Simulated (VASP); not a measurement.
# Bi (Im-3m) in VASP: a series of runs

Runs on Bi. Level: r2SCAN. Tasks: relaxation of cell and atoms, single point.

Everything below comes from runs of VASP 6.6.1. Logs are shortened: lines on timing, memory, paths and dates and some standing lists are left out, and cuts for length are marked.

## (1) The cell of the first run

The structure is cubic, space group Im-3m (No. 229). Conventional cell: a = 3.963 Å, b = 3.963 Å, c = 3.963 Å, α = 90.00°, β = 90.00°, γ = 90.00°. Bi (site symmetry m-3m) has 14 Bi at 3.43 to 3.96 Å within 4.5 Å.

## (2) Relaxation of cell and atoms, r2SCAN

POSCAR reads:

```
Bi
1.0
   -1.9814305318      1.9814305318      1.9814305318
    1.9814305318     -1.9814305318      1.9814305318
    1.9814305318      1.9814305318     -1.9814305318
Bi
1
Direct
    0.0000000000      0.0000000000      0.0000000000
```

INCAR.step1 reads:

```
  PREC = Accurate
  ENCUT = 600
  ISMEAR = 0
  SIGMA = 0.1
  LREAL = F
  LASPH = T
  NELM = 100
  GGA = PE
  ALGO = Normal
  EDIFF = 1E-4
  LWAVE = T
  LCHARG = F
```

INCAR.step2 reads:

```
  PREC = Accurate
  ENCUT = 600
  EDIFF = 1E-7
  ISMEAR = 0
  SIGMA = 0.1
  LREAL = F
  LASPH = T
  NELM = 100
  ALGO = Normal
  ISIF = 3
  LWAVE = F
  LCHARG = F
  METAGGA = R2SCAN
  LMIXTAU = T
  IBRION = 2
  NSW = 100
  EDIFFG = -0.005
  ISTART = 1
```

KPOINTS reads:

```
regular mesh
0
Gamma
  16 16 16
```

Potentials or basis: VASP PAW PBE potentials, release 64 (Bi_d).

The run is started by

```bash
cat potpaw_PBE.64/Bi_d/POTCAR > POTCAR
cp INCAR.step1 INCAR
mpirun -np 1 vasp_std > vasp.out
cp INCAR.step2 INCAR
mpirun -np 1 vasp_std > vasp.out
```

OUTCAR:

```text
PREC = Accurate
   ENCUT = 600
   EDIFF = 1E-7
   ISMEAR = 0
   LREAL = F
   LASPH = T
   NELM = 100
   ISIF = 3
   METAGGA = R2SCAN
   IBRION = 2
   NSW = 100
   EDIFFG = -0.005
   ISTART = 1

 ion  position               nearest neighbor table
   1  0.000  0.000  0.000-

  LATTYP: Found a body centered cubic cell.
 ALAT       =     3.9628610636

  Lattice vectors:

 A1 = (  -1.9814305318,   1.9814305318,   1.9814305318)
 A2 = (   1.9814305318,  -1.9814305318,   1.9814305318)
 A3 = (   1.9814305318,   1.9814305318,  -1.9814305318)

Analysis of symmetry for initial positions (statically):
=====================================================================
 Subroutine PRICEL returns:
 Original cell was already a primitive cell.

 Routine SETGRP: Setting up the symmetry group for a
 body centered cubic supercell.

 Subroutine GETGRP returns: Found 48 space group operations
 (whereof 48 operations were pure point group operations)
 out of a pool of 48 trial point group operations.

The static configuration has the point symmetry O_h .

Analysis of symmetry for dynamics (positions and initial velocities):
=====================================================================
 Subroutine PRICEL returns:
 Original cell was already a primitive cell.

 Routine SETGRP: Setting up the symmetry group for a
 body centered cubic supercell.

 Subroutine GETGRP returns: Found 48 space group operations
 (whereof 48 operations were pure point group operations)
 out of a pool of 48 trial point group operations.

The dynamic configuration has the point symmetry O_h .

 Subroutine INISYM returns: Found 48 space group operations
 (whereof 48 operations are pure point group operations),
 and found     1 'primitive' translations

----------------------------------------------------------------------------------------

                                     Primitive cell

  volume of cell :      31.1169

  direct lattice vectors                    reciprocal lattice vectors
    -1.981430532  1.981430532  1.981430532     0.000000000  0.252342937  0.252342937
     1.981430532 -1.981430532  1.981430532     0.252342937  0.000000000  0.252342937
[... 140 lines left out ...]
  Total       -0.0083140     -0.0083140     -0.0083140      0.0000000      0.0000000     -0.0000000
  in kB       -0.4280770     -0.4280770     -0.4280770      0.0000000      0.0000000     -0.0000000
  external PRESSURE =      -0.4280770 kB  Pullay stress =       0.0000000 kB

 VOLUME and BASIS-vectors are now :
 -----------------------------------------------------------------------------
  energy-cutoff  :      600.00
  volume of cell :       31.12
      direct lattice vectors                 reciprocal lattice vectors
    -1.981430532  1.981430532  1.981430532     0.000000000  0.252342937  0.252342937
     1.981430532 -1.981430532  1.981430532     0.252342937  0.000000000  0.252342937
     1.981430532  1.981430532 -1.981430532     0.252342937  0.252342937  0.000000000

 POSITION                                       TOTAL-FORCE (eV/Angst)
 -----------------------------------------------------------------------------------
      0.00000      0.00000      0.00000        -0.000000     -0.000000      0.000000
 -----------------------------------------------------------------------------------
    total drift:                                0.000000      0.000000      0.000000

  FREE ENERGIE OF THE ION-ELECTRON SYSTEM (eV)
  ---------------------------------------------------
  free  energy   TOTEN  =       -58.2706543348 eV

  energy  without entropy=      -58.2670367168  energy(sigma->0) =      -58.26884553

--------------------------------------- Ionic step        2  -------------------------------------------

 number of electron      14.9999994 magnetization

 Free energy of the ion-electron system (eV)
  ---------------------------------------------------
  ext. energy  EPLUGINS =         0.00000000
  ---------------------------------------------------
  free energy    TOTEN  =       -58.27065761 eV

  energy without entropy =      -58.26706869  energy(sigma->0) =      -58.26886315

 E-fermi :   7.8451     XC(G=0): -11.0716

 val. band max:        7.7781926322   @ k =  -0.4375   0.5000   0.1250
 cond. band min:       7.8641075500   @ k =  -0.2500   0.3750   0.1250
 fundamental gap:      0.0859149179
 Fermi energy:         7.8450857739

 k-point     1 :       0.0000    0.0000    0.0000
  band No.  band energies     occupation
      1     -15.9011      2.00000
      2     -15.9011      2.00000
      3     -15.9011      2.00000
      4     -15.7576      2.00000
      5     -15.7576      2.00000
      6      -6.2850      2.00000
      7      13.2015      0.00000
      8      13.2015      0.00000
      9      13.2015      0.00000
     10      17.9858      0.00000
     11      19.1315      0.00000
[... 309 lines left out ...]
 k-point    24 :       0.2500    0.1875    0.0000
  band No.  band energies     occupation
      1     -15.9145      2.00000
      2     -15.8552      2.00000
      3     -15.7803      2.00000
      4     -15.7733      2.00000
      5     -15.7185      2.00000
      6      -3.7680      2.00000
      7       4.7544      2.00000
      8       7.7415      1.85702
      9      10.9267      0.00000
     10      16.3327      0.00000
     11      17.9025      0.00000

 [... further k-points ...]
[... 5 lines left out ...]
  --------------------------------------------------------------------------------------
  -------------------------------------------------------------------------------------
  Total        0.0042353      0.0042353      0.0042353      0.0000000     -0.0000000      0.0000000
  in kB        0.2183361      0.2183361      0.2183361      0.0000000     -0.0000000      0.0000000
  external PRESSURE =       0.2183361 kB  Pullay stress =       0.0000000 kB

 VOLUME and BASIS-vectors are now :
 -----------------------------------------------------------------------------
  energy-cutoff  :      600.00
  volume of cell :       31.08
      direct lattice vectors                 reciprocal lattice vectors
    -1.980635805  1.980635805  1.980635805     0.000000000  0.252444189  0.252444189
     1.980635805 -1.980635805  1.980635805     0.252444189  0.000000000  0.252444189
     1.980635805  1.980635805 -1.980635805     0.252444189  0.252444189  0.000000000

 POSITION                                       TOTAL-FORCE (eV/Angst)
 -----------------------------------------------------------------------------------
      0.00000      3.96127      0.00000        -0.000000     -0.000000      0.000000
 -----------------------------------------------------------------------------------
    total drift:                                0.000000      0.000000     -0.000000

  FREE ENERGIE OF THE ION-ELECTRON SYSTEM (eV)
  ---------------------------------------------------
  free  energy   TOTEN  =       -58.2706576149 eV

  energy  without entropy=      -58.2670686919  energy(sigma->0) =      -58.26886315

 reached required accuracy - stopping structural energy minimisation
```

OSZICAR.step1:

```text
N       E                     dE             d eps       ncg     rms          rms(c)
DAV:   1     0.108771189278E+03    0.10877E+03   -0.87380E+03  3199   0.172E+03
DAV:   2     0.193687289279E+01   -0.10683E+03   -0.10446E+03  3268   0.373E+02
DAV:   3    -0.361711925755E+01   -0.55540E+01   -0.54865E+01  3672   0.916E+01
DAV:   4    -0.375218018731E+01   -0.13506E+00   -0.13496E+00  3729   0.152E+01
DAV:   5    -0.375823683076E+01   -0.60566E-02   -0.60564E-02  4164   0.298E+00    0.456E-01
DAV:   6    -0.375507157814E+01    0.31653E-02   -0.89971E-03  3939   0.150E+00    0.273E-01
DAV:   7    -0.375485618757E+01    0.21539E-03   -0.59559E-03  3766   0.123E+00    0.809E-02
DAV:   8    -0.375492787485E+01   -0.71687E-04   -0.50964E-04  3547   0.406E-01
   1 F= -.37549279E+01 E0= -.37527317E+01  d E =-.439242E-02
```

Wall time 5.6 min (1 thread of AMD EPYC 7R43 (Zen 3), shared host); peak memory 0.17 GiB.

Results:

| Property | Result |
| --- | --- |
| Free energy | -58.2707 eV |
| Relaxed volume | 31.08 Å³/atom |
| Relaxed cell | a = 3.431 Å, b = 3.431 Å, c = 3.431 Å, α = 109.47°, β = 109.47°, γ = 109.47° |
| Space group after relaxing (to 0.05 Å) | Im-3m (No. 229) |
| Energy gained by relaxing | 0.0 meV/atom |
| Ionic steps | 2 |
| Pressure after relaxing | 0.0 GPa |

Final structure:
```
Bi
1.0
    -1.98064    1.98064    1.98064
     1.98064   -1.98064    1.98064
     1.98064    1.98064   -1.98064
Bi
1
Cartesian
  0.0000 3.9613 0.0000
```

Caveat: the PAW data sets were made with another functional, which shifts forces and pressure a little; spin-orbit coupling is left out, which moves the levels of the heavy elements.

## (3) Single point, r2SCAN

This run uses another cell than the first one, of 25.08 Å³/atom, 0.806 times its volume.

POSCAR reads:

```
Bi
1.0
   -1.8440261319      1.8440261319      1.8440261319
    1.8440261319     -1.8440261319      1.8440261319
    1.8440261319      1.8440261319     -1.8440261319
Bi
1
Direct
    0.0000000000      0.0000000000      0.0000000000
```

INCAR.step1 reads:

```
ALGO = Normal
EDIFF = 1E-4
ENCUT = 520
GGA = PE
ISMEAR = 0
LASPH = T
LCHARG = F
LREAL = F
LWAVE = T
NBANDS = 14
NELM = 100
PREC = Accurate
SIGMA = 0.1
```

INCAR.step2 reads:

```
ALGO = Normal
EDIFF = 1E-7
ENCUT = 520
ISIF = 2
ISMEAR = 0
ISTART = 1
LASPH = T
LCHARG = F
LMIXTAU = T
LREAL = F
LWAVE = F
METAGGA = R2SCAN
NBANDS = 14
NELM = 100
PREC = Accurate
SIGMA = 0.1
```

KPOINTS reads:

```
k-points
0
Gamma
  8 8 8
```

Potentials or basis: VASP PAW PBE potentials, release 64 (Bi_d).

The run is started by

```bash
cat potpaw_PBE.64/Bi_d/POTCAR > POTCAR
cp INCAR.step1 INCAR
mpirun -np 1 vasp_std > vasp.out
cp INCAR.step2 INCAR
mpirun -np 1 vasp_std > vasp.out
```

OUTCAR:

```text
EDIFF = 1E-7
   ENCUT = 520
   ISIF = 2
   ISMEAR = 0
   ISTART = 1
   LASPH = T
   LREAL = F
   METAGGA = R2SCAN
   NELM = 100
   PREC = Accurate

 ion  position               nearest neighbor table
   1  0.000  0.000  0.000-

  LATTYP: Found a body centered cubic cell.
 ALAT       =     3.6880522638

  Lattice vectors:

 A1 = (  -1.8440261319,   1.8440261319,   1.8440261319)
 A2 = (   1.8440261319,  -1.8440261319,   1.8440261319)
 A3 = (   1.8440261319,   1.8440261319,  -1.8440261319)

Analysis of symmetry for initial positions (statically):
=====================================================================
 Subroutine PRICEL returns:
 Original cell was already a primitive cell.

 Routine SETGRP: Setting up the symmetry group for a
 body centered cubic supercell.

 Subroutine GETGRP returns: Found 48 space group operations
 (whereof 48 operations were pure point group operations)
 out of a pool of 48 trial point group operations.

The static configuration has the point symmetry O_h .

Analysis of symmetry for dynamics (positions and initial velocities):
=====================================================================
 Subroutine PRICEL returns:
 Original cell was already a primitive cell.

 Routine SETGRP: Setting up the symmetry group for a
 body centered cubic supercell.

 Subroutine GETGRP returns: Found 48 space group operations
 (whereof 48 operations were pure point group operations)
 out of a pool of 48 trial point group operations.

The dynamic configuration has the point symmetry O_h .

 Subroutine INISYM returns: Found 48 space group operations
 (whereof 48 operations are pure point group operations),
 and found     1 'primitive' translations

----------------------------------------------------------------------------------------

                                     Primitive cell

  volume of cell :      25.0819

[... 107 lines left out ...]
  volume/ion in A,a.u.               =      25.08       169.26
  Fermi-wavevector in a.u.,A,eV,Ry     =   1.379277  2.606456 25.883795  1.902405
  Thomas-Fermi vector in A             =   2.504261
   LORBIT       =      0    0 simple, 1 ext, 2 COOP (PROOUT), +10 PAW based schemes
   METAGGA = R2SCAN    functional components
   LHFCALC =     F    Hartree Fock is set to
   AEXX    =    0.0000 exact exchange contribution
   IVDW    =     0    specifies the selected vdW correction
   LEPSILON=     F    determine dielectric tensor
   LRPA    =     F    only Hartree local field effects (RPA)
 non-spin polarized calculation
 Gauss-broadening in eV      SIGMA  =   0.10
  energy-cutoff  :      520.00
  volume of cell :       25.08
 maximum number of plane-waves:       691
   NGX = 11   NGY = 11   NGZ = 11

 number of electron      14.9999999 magnetization

 Free energy of the ion-electron system (eV)
  ---------------------------------------------------
  ext. energy  EPLUGINS =         0.00000000
  ---------------------------------------------------
  free energy    TOTEN  =       -57.93384552 eV

  energy without entropy =      -57.93021821  energy(sigma->0) =      -57.93203187

 E-fermi :  10.7511     XC(G=0): -12.2819

 val. band max:       10.6491252278   @ k =   0.2500   0.2500   0.1250
 cond. band min:      10.7595311606   @ k =  -0.2500   0.3750   0.1250
 fundamental gap:      0.1104059328
 Fermi energy:        10.7511213897

 k-point     1 :       0.0000    0.0000    0.0000
  band No.  band energies     occupation
      1     -13.1914      2.00000
      2     -13.1914      2.00000
      3     -13.1914      2.00000
      4     -12.9108      2.00000
      5     -12.9108      2.00000
      6      -5.0969      2.00000
      7      18.0248      0.00000
      8      18.0248      0.00000
      9      18.0248      0.00000
     10      22.0418      0.00000
     11      22.0418      0.00000
     12      22.0418      0.00000
     13      24.2735      0.00000
     14      24.6053      0.00000
[... 377 lines left out ...]
      1     -13.1281      2.00000
      2     -13.0524      2.00000
      3     -13.0290      2.00000
      4     -12.9407      2.00000
      5     -12.8290      2.00000
      6      -0.3846      2.00000
      7       7.5654      2.00000
      8      10.5484      1.99585
      9      11.6391      0.00000
     10      16.7362      0.00000
     11      21.7247      0.00000
     12      24.2760      0.00000
     13      24.6616      0.00000
     14      28.5710      0.00000

 [... further k-points ...]
[... 5 lines left out ...]
  --------------------------------------------------------------------------------------
  -------------------------------------------------------------------------------------
  Total        3.1665723      3.1665723      3.1665723      0.0000000     -0.0000000      0.0000000
  in kB      202.2734082    202.2734082    202.2734082      0.0000000     -0.0000000      0.0000000
  external PRESSURE =     202.2734082 kB  Pullay stress =       0.0000000 kB

 VOLUME and BASIS-vectors are now :
 -----------------------------------------------------------------------------
  energy-cutoff  :      520.00
  volume of cell :       25.08
      direct lattice vectors                 reciprocal lattice vectors
    -1.844026132  1.844026132  1.844026132     0.000000000  0.271145832  0.271145832
     1.844026132 -1.844026132  1.844026132     0.271145832  0.000000000  0.271145832
     1.844026132  1.844026132 -1.844026132     0.271145832  0.271145832  0.000000000

 POSITION                                       TOTAL-FORCE (eV/Angst)
 -----------------------------------------------------------------------------------
      0.00000      0.00000      0.00000        -0.000000      0.000000     -0.000000
 -----------------------------------------------------------------------------------
    total drift:                                0.000000      0.000000      0.000000

  FREE ENERGIE OF THE ION-ELECTRON SYSTEM (eV)
  ---------------------------------------------------
  free  energy   TOTEN  =       -57.9338455189 eV

  energy  without entropy=      -57.9302182116  energy(sigma->0) =      -57.93203187
```

OUTCAR.step1:

```text
EDIFF = 1E-4
   ENCUT = 520
   GGA = PE
   ISMEAR = 0
   LASPH = T
[... 623 lines left out ...]

 POSITION                                       TOTAL-FORCE (eV/Angst)
 -----------------------------------------------------------------------------------
      0.00000      0.00000      0.00000        -0.000000      0.000000     -0.000000
 -----------------------------------------------------------------------------------
    total drift:                                0.000000      0.000000     -0.000000

  FREE ENERGIE OF THE ION-ELECTRON SYSTEM (eV)
  ---------------------------------------------------
  free  energy   TOTEN  =        -3.3944390032 eV

  energy  without entropy=       -3.3910520251  energy(sigma->0) =       -3.39274551
```

OSZICAR.step1:

```text
N       E                     dE             d eps       ncg     rms          rms(c)
DAV:   1     0.113076860728E+03    0.11308E+03   -0.75305E+03   830   0.132E+03
DAV:   2     0.272491944153E+01   -0.11035E+03   -0.10626E+03   884   0.346E+02
DAV:   3    -0.326614901612E+01   -0.59911E+01   -0.59368E+01  1042   0.775E+01
DAV:   4    -0.339797715354E+01   -0.13183E+00   -0.13180E+00  1002   0.117E+01
DAV:   5    -0.340341100140E+01   -0.54338E-02   -0.54337E-02  1084   0.223E+00    0.571E-01
DAV:   6    -0.339711015636E+01    0.63008E-02   -0.68353E-03  1130   0.118E+00    0.314E-01
DAV:   7    -0.339448326963E+01    0.26269E-02   -0.36899E-03  1148   0.961E-01    0.700E-02
DAV:   8    -0.339443900324E+01    0.44266E-04   -0.40598E-04  1082   0.288E-01
   1 F= -.33944390E+01 E0= -.33927455E+01  d E =-.338698E-02
```

Run time: 20 s. Hardware: 1 thread of Intel Xeon 6975P-C (Granite Rapids), shared host; peak memory 0.14 GiB.

What came out:

* Free energy: -57.9338 eV
* Pressure: 20.2 GPa

Caveat: the PAW data sets were made with another functional, which shifts forces and pressure a little; spin-orbit coupling is left out, which moves the levels of the heavy elements.
